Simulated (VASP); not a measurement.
# LiF in VASP: a series of runs, part 2 of 2

VASP 6.6.1. The steps go on from the part before.

**3. Single point, r2SCAN (strain +3.4%)**

Contents of POSCAR:

```
LiF
1.0
    0.0000000000      2.0616999439      2.0616999439
    2.0616999439      0.0000000000      2.0616999439
    2.0616999439      2.0616999439      0.0000000000
Li F
1 1
Direct
    0.0000000000      0.0000000000      0.0000000000
    0.5000000000      0.5000000000      0.5000000000
```

Contents of INCAR.step1:

```
ALGO = Normal
EDIFF = 1E-4
ENCUT = 520
GGA = PE
ISMEAR = 0
LASPH = True
LCHARG = False
LREAL = False
LWAVE = True
NBANDS = 12
NELM = 80
PREC = Accurate
SIGMA = 0.01
```

Contents of INCAR.step2:

```
ALGO = Normal
EDIFF = 1E-6
ENCUT = 520
ISIF = 2
ISMEAR = 0
ISTART = 1
LASPH = True
LCHARG = False
LMIXTAU = True
LREAL = False
LWAVE = False
METAGGA = R2SCAN
NBANDS = 12
NELM = 80
PREC = Accurate
SIGMA = 0.01
```

Contents of KPOINTS:

```
k-points
0
Gamma
  10 10 10
```

Potentials or basis: VASP PAW PBE potentials, release 64 (Li_sv, F).

Started as:

```console
> cat potpaw_PBE.64/Li_sv/POTCAR potpaw_PBE.64/F/POTCAR > POTCAR
> cp INCAR.step1 INCAR
> mpirun -np 1 vasp_std > vasp.out
> cp INCAR.step2 INCAR
> mpirun -np 1 vasp_std > vasp.out
```

OUTCAR:

```text
EDIFF = 1E-6
   ENCUT = 520
   ISIF = 2
   ISMEAR = 0
   ISTART = 1
   LASPH = True
   LREAL = False
   METAGGA = R2SCAN
   NELM = 80
   PREC = Accurate

 ion  position               nearest neighbor table
   1  0.000  0.000  0.000-   2 2.06   2 2.06   2 2.06   2 2.06   2 2.06   2 2.06
   2  0.500  0.500  0.500-   1 2.06   1 2.06   1 2.06   1 2.06   1 2.06   1 2.06

  LATTYP: Found a face centered cubic cell.
 ALAT       =     4.1233998878

  Lattice vectors:

 A1 = (   0.0000000000,   2.0616999439,   2.0616999439)
 A2 = (   2.0616999439,   0.0000000000,   2.0616999439)
 A3 = (   2.0616999439,   2.0616999439,   0.0000000000)

Analysis of symmetry for initial positions (statically):
=====================================================================
 Subroutine PRICEL returns:
 Original cell was already a primitive cell.

 Routine SETGRP: Setting up the symmetry group for a
 face centered cubic supercell.

 Subroutine GETGRP returns: Found 48 space group operations
 (whereof 48 operations were pure point group operations)
 out of a pool of 48 trial point group operations.

The static configuration has the point symmetry O_h .

Analysis of symmetry for dynamics (positions and initial velocities):
[... 165 lines left out ...]
 Fermi energy:        -1.8332112320

 k-point     1 :       0.0000    0.0000    0.0000
  band No.  band energies     occupation
      1     -44.2665      2.00000
      2     -22.9520      2.00000
      3      -2.0386      2.00000
      4      -2.0386      2.00000
      5      -2.0386      2.00000
      6       7.5818      0.00000
      7      22.7435      0.00000
      8      22.7435      0.00000
      9      22.7436      0.00000
     10      23.0437      0.00000
     11      23.0437      0.00000
     12      23.0446      0.00000
[... 331 lines left out ...]
 k-point    24 :       0.4000    0.3000    0.0000
  band No.  band energies     occupation
      1     -44.2237      2.00000
      2     -22.5140      2.00000
      3      -4.1316      2.00000
      4      -2.8282      2.00000
      5      -2.7293      2.00000
      6      11.5592      0.00000
      7      15.3785      0.00000
      8      17.3585      0.00000
      9      18.9510      0.00000
     10      19.9390      0.00000
     11      31.9669      0.00000
     12      33.1369      0.00000

 [... further k-points ...]
[... 5 lines left out ...]
  --------------------------------------------------------------------------------------
  -------------------------------------------------------------------------------------
  Total       -0.8033958     -0.8033958     -0.8033958      0.0000000      0.0000000      0.0000000
  in kB      -73.4401867    -73.4401867    -73.4401867      0.0000000      0.0000000      0.0000000
  external PRESSURE =     -73.4401867 kB  Pullay stress =       0.0000000 kB

 VOLUME and BASIS-vectors are now :
 -----------------------------------------------------------------------------
  energy-cutoff  :      520.00
  volume of cell :       17.53
      direct lattice vectors                 reciprocal lattice vectors
     0.000000000  2.061699944  2.061699944    -0.242518317  0.242518317  0.242518317
     2.061699944  0.000000000  2.061699944     0.242518317 -0.242518317  0.242518317
     2.061699944  2.061699944  0.000000000     0.242518317  0.242518317 -0.242518317

 POSITION                                       TOTAL-FORCE (eV/Angst)
 -----------------------------------------------------------------------------------
      0.00000      0.00000      0.00000         0.000000      0.000000      0.000000
      2.06170      2.06170      2.06170        -0.000000     -0.000000      0.000000
 -----------------------------------------------------------------------------------
    total drift:                               -0.000000     -0.000000      0.000000

  FREE ENERGIE OF THE ION-ELECTRON SYSTEM (eV)
  ---------------------------------------------------
  free  energy   TOTEN  =       -11.8639821056 eV

  energy  without entropy=      -11.8639821056  energy(sigma->0) =      -11.86398211
```

OUTCAR.step1:

```text
EDIFF = 1E-4
   ENCUT = 520
   GGA = PE
   ISMEAR = 0
   LASPH = True
[... 581 lines left out ...]
 -----------------------------------------------------------------------------------
      0.00000      0.00000      0.00000         0.000000      0.000000     -0.000000
      2.06170      2.06170      2.06170        -0.000000     -0.000000      0.000000
 -----------------------------------------------------------------------------------
    total drift:                               -0.000000     -0.000000      0.000000

  FREE ENERGIE OF THE ION-ELECTRON SYSTEM (eV)
  ---------------------------------------------------
  free  energy   TOTEN  =        -9.6353147296 eV

  energy  without entropy=       -9.6353147296  energy(sigma->0) =       -9.63531473
```

OSZICAR.step1:

```text
N       E                     dE             d eps       ncg     rms          rms(c)
DAV:   1     0.309397900192E+02    0.30940E+02   -0.52985E+03  1184   0.842E+02
DAV:   2    -0.896395242686E+01   -0.39904E+02   -0.39098E+02  1388   0.186E+02
DAV:   3    -0.101393466588E+02   -0.11754E+01   -0.11730E+01  1492   0.272E+01
DAV:   4    -0.101505607856E+02   -0.11214E-01   -0.11214E-01  1276   0.300E+00
DAV:   5    -0.101506959020E+02   -0.13512E-03   -0.13512E-03  1480   0.249E-01    0.456E+00
DAV:   6    -0.962394930589E+01    0.52675E+00   -0.26415E+00  1240   0.985E+00    0.145E+00
DAV:   7    -0.962810810000E+01   -0.41588E-02   -0.17101E-02  1512   0.115E+00    0.877E-01
DAV:   8    -0.963528584950E+01   -0.71777E-02   -0.16492E-02  1408   0.132E+00    0.116E-01
DAV:   9    -0.963531472958E+01   -0.28880E-04   -0.93817E-04  1336   0.272E-01
   1 F= -.96353147E+01 E0= -.96353147E+01  d E =-.720255E-14
```

Wall time 19 s (1 thread of Intel Xeon Platinum 8488C (Sapphire Rapids), shared host); peak memory 0.13 GiB.

What came out:

| Property | Result |
| --- | --- |
| Free energy | -11.8640 eV |
| Band gap on the k mesh | 9.62 eV, direct |

Caveat: the cell differs from its parent crystal (strain +3.4%); the cutoff is under 1.25 times the usual one of these potentials, so pressure, stress and relaxed cells hold a basis-set (Pulay) error; the PAW data sets were made with another functional, which shifts forces and pressure a little. A k mesh can miss the band edges.

**4. Single point, r2SCAN (uniaxial x strain -1.1%)**

Contents of POSCAR:

```
LiF
1.0
    0.0000000000      1.9948717406      1.9948717406
    1.9723296899      0.0000000000      1.9948717406
    1.9723296899      1.9948717406      0.0000000000
Li F
1 1
Direct
    0.0000000000      0.0000000000      0.0000000000
    0.5000000000      0.5000000000      0.5000000000
```

Contents of INCAR.step1:

```
ALGO = Normal ; EDIFF = 1E-4
ENCUT = 520 ; GGA = PE
ISMEAR = 0 ; LASPH = True
LCHARG = False ; LREAL = False
LWAVE = True ; NBANDS = 12
NELM = 80 ; PREC = Accurate
SIGMA = 0.01
```

Contents of INCAR.step2:

```
ALGO = Normal ; EDIFF = 1E-6
ENCUT = 520 ; ISIF = 2
ISMEAR = 0 ; ISTART = 1
LASPH = True ; LCHARG = False
LMIXTAU = True ; LREAL = False
LWAVE = False ; METAGGA = R2SCAN
NBANDS = 12 ; NELM = 80
PREC = Accurate ; SIGMA = 0.01
```

KPOINTS is that of step 3.

Started as:

```console
> cat potpaw_PBE.64/Li_sv/POTCAR potpaw_PBE.64/F/POTCAR > POTCAR
> cp INCAR.step1 INCAR
> mpirun -np 1 vasp_std > vasp.out
> cp INCAR.step2 INCAR
> mpirun -np 1 vasp_std > vasp.out
```

It took 35 s on 1 thread of Intel Xeon Platinum 8488C (Sapphire Rapids), shared host; peak memory 0.14 GiB.

The run converged. Its results:

* Free energy: -11.9024 eV
* Band gap on the k mesh: 10.65 eV, direct

Levels at points of the mesh, in eV from the valence-band top:
```
           k point  band 2  band 3  band 4  band 5  band 6  band 7  band 8  band 9
(0.00, 0.00, 0.00)  -21.22   -0.03    0.00    0.00   10.65   25.85   25.85   25.94
(0.50, 0.00, 0.00)  -20.77   -2.62   -0.28   -0.25   12.05   18.63   20.65   20.88
(0.50, 0.50, 0.00)  -20.49   -3.19   -1.10   -1.03   16.38   17.69   19.63   22.38
(0.00, 0.50, 0.50)  -20.48   -3.18   -1.10   -1.10   16.60   17.52   19.63   22.30
```

Caveat: the cell differs from its parent crystal (uniaxial x strain -1.1%); the cutoff is under 1.25 times the usual one of these potentials, so pressure, stress and relaxed cells hold a basis-set (Pulay) error; the PAW data sets were made with another functional, which shifts forces and pressure a little.

**5. Single point, r2SCAN (epitaxial 111 strain -0.3%)**

Contents of POSCAR:

```
LiF
1.0
    0.0057501270      1.9944377651      1.9944377651
    1.9944377651      0.0057501270      1.9944377651
    1.9944377651      1.9944377651      0.0057501270
Li F
1 1
Direct
    0.0000000000      0.0000000000      0.0000000000
    0.5000000000      0.5000000000      0.5000000000
```

Contents of INCAR.step1:

```
SYSTEM = LiF
  PREC = Accurate
  ENCUT = 520
  ISMEAR = 0
  SIGMA = 0.01
  LREAL = .FALSE.
  LASPH = .TRUE.
  NELM = 60
  NBANDS = 12
  GGA = PE
  ALGO = Normal
  EDIFF = 1E-4
  LWAVE = .TRUE.
  LCHARG = .FALSE.
```

Contents of INCAR.step2:

```
SYSTEM = LiF
  PREC = Accurate
  ENCUT = 520
  EDIFF = 1E-6
  ISMEAR = 0
  SIGMA = 0.01
  LREAL = .FALSE.
  LASPH = .TRUE.
  NELM = 60
  ALGO = Normal
  ISIF = 2
  LWAVE = .FALSE.
  LCHARG = .TRUE.
  METAGGA = R2SCAN
  LMIXTAU = .TRUE.
  LELF = .TRUE.
  LVHAR = .TRUE.
  NBANDS = 12
  ISTART = 1
```

Contents of KPOINTS:

```
regular mesh
0
G
  10 10 10
  0 0 0
```

Started as:

```console
> cat potpaw_PBE.64/Li_sv/POTCAR potpaw_PBE.64/F/POTCAR > POTCAR
> cp INCAR.step1 INCAR
> mpirun -np 1 vasp_std > vasp.out
> cp INCAR.step2 INCAR
> mpirun -np 1 vasp_std > vasp.out
```

It took 50 s on 1 thread of Intel Xeon Platinum 8488C (Sapphire Rapids), shared host; peak memory 0.14 GiB.

Results (log left out):

```
Free energy            : -11.9031 eV
Band gap on the k mesh : 10.59 eV, direct
```

Levels at points of the mesh, in eV from the valence-band top:
```tsv
k point	band 3	band 4	band 5	band 6	band 7	band 8
(0.00, 0.00, 0.00)	-0.02	0.00	0.00	10.59	25.71	25.86
(0.50, 0.00, 0.00)	-2.60	-0.27	-0.26	12.01	18.57	20.67
(0.50, 0.50, 0.00)	-3.16	-1.08	-1.05	16.39	17.60	19.54
(0.50, 0.50, 0.50)	-2.60	-0.25	-0.25	12.04	18.50	20.77
```

Caveat: the cell differs from its parent crystal (epitaxial 111 strain -0.3%); the cutoff is under 1.25 times the usual one of these potentials, so pressure, stress and relaxed cells hold a basis-set (Pulay) error; the PAW data sets were made with another functional, which shifts forces and pressure a little.

**6. Summary**

| level | cell | smearing | gap on the mesh (eV) |
| --- | --- | --- | --- |
| PBE | a = 2.916 Å, angles 60.0°, 2 atoms | fermi-dirac 0.02 eV | 8.49 |
| r2SCAN | a = 2.916 Å, angles 60.0°, 2 atoms | gaussian 0.01 eV | 9.62 |
| r2SCAN | a = 2.821, b = 2.805, c = 2.805 Å, angles 60.4, 59.8, 59.8°, 2 atoms | gaussian 0.01 eV | 10.65 |
| r2SCAN | a = 2.821 Å, angles 59.8°, 2 atoms | gaussian 0.01 eV | 10.59 |

Alike in all rows: task single point; potentials or basis VASP PAW PBE potentials, release 64 (Li_sv, F); no spin polarisation; k mesh 10 × 10 × 10; cutoff (eV) 520.

Caveats: the cutoff is under 1.25 times the usual one of these potentials, so pressure, stress and relaxed cells hold a basis-set (Pulay) error; the PAW data sets were made with another functional, which shifts forces and pressure a little (some runs).

Absolute energies hang on the potentials; compare differences alone.
